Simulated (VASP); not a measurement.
Here is a VASP 6.6.1 calculation.

INCAR

```
ALGO     = Normal         # electronic algorithm
DIPOL    = 0.5 0.5 0.500
EDIFF    = 1E-6           # SCF threshold, eV
EDIFFG   = -0.01          # ionic threshold
ENCUT    = 520            # plane-wave cutoff, eV
IBRION   = 2              # ionic algorithm
IDIPOL   = 3            
ISIF     = 2              # what is computed and relaxed
ISMEAR   = 1              # smearing method
KPAR     = 4            
LASPH    = T              # aspherical terms in the spheres
LCHARG   = F              # write CHGCAR
LDIPOL   = T            
LREAL    = F              # projectors in reciprocal space
LWAVE    = F              # write WAVECAR
NELM     = 100            # most SCF steps
NSW      = 60             # ionic steps
PREC     = Accurate       # precision mode
SIGMA    = 0.1            # smearing width, eV
```

Contents of KPOINTS:

```
k-points
0
Gamma
  11 11 1
```

File POSCAR:

```
Tl
1.0
    3.4070116140      0.0000000000      0.0000000000
    1.7035058070      2.9505586090      0.0000000000
    0.0000000000      0.0000000000     29.5727064790
Tl
6
Direct
    0.6666666667      0.6666666667      0.2705197107
    0.0000000000      0.0000000000      0.3623118264
    0.6666666667      0.6666666667      0.4541039421
    0.0000000000      0.0000000000      0.5458960579
    0.6666666667      0.6666666667      0.6376881736
    0.0000000000      0.0000000000      0.7294802893
```

Potentials or basis: VASP PAW LDA potentials, release 64 (Tl_d).

Command:

```bash
$ cat potpaw_LDA.64/Tl_d/POTCAR > POTCAR
$ mpirun -np 4 vasp_std > vasp.out
```

Problem. Estimate the energy gained by relaxing.

Solution. 0.9 meV/atom.

Problem. What does it give for the band gap on the k mesh?

Solution. Zero (bands 39 and 40 overlap by 2.89 eV).

The path:
```
step  energy change (eV)  largest force (eV/Å)  pressure (GPa)
   1              0.0000                0.0494           -0.49
   2             -0.0003                0.0469           -0.48
   3             -0.0011                0.0424           -0.46
   4             -0.0022                0.0346           -0.42
   5             -0.0022                0.0962           -0.33
   6             -0.0026                0.0632           -0.37
   7             -0.0031                0.0552           -0.36
   8             -0.0038                0.0424           -0.33
   9             -0.0044                0.0376           -0.28
  10             -0.0044                0.0433           -0.27
  11             -0.0049                0.0298           -0.25
  12             -0.0052                0.0245           -0.25
  13             -0.0054                0.0103           -0.23
  14             -0.0055                0.0058           -0.23
```

Caveat: spin-orbit coupling is left out, which moves the levels of the heavy elements.
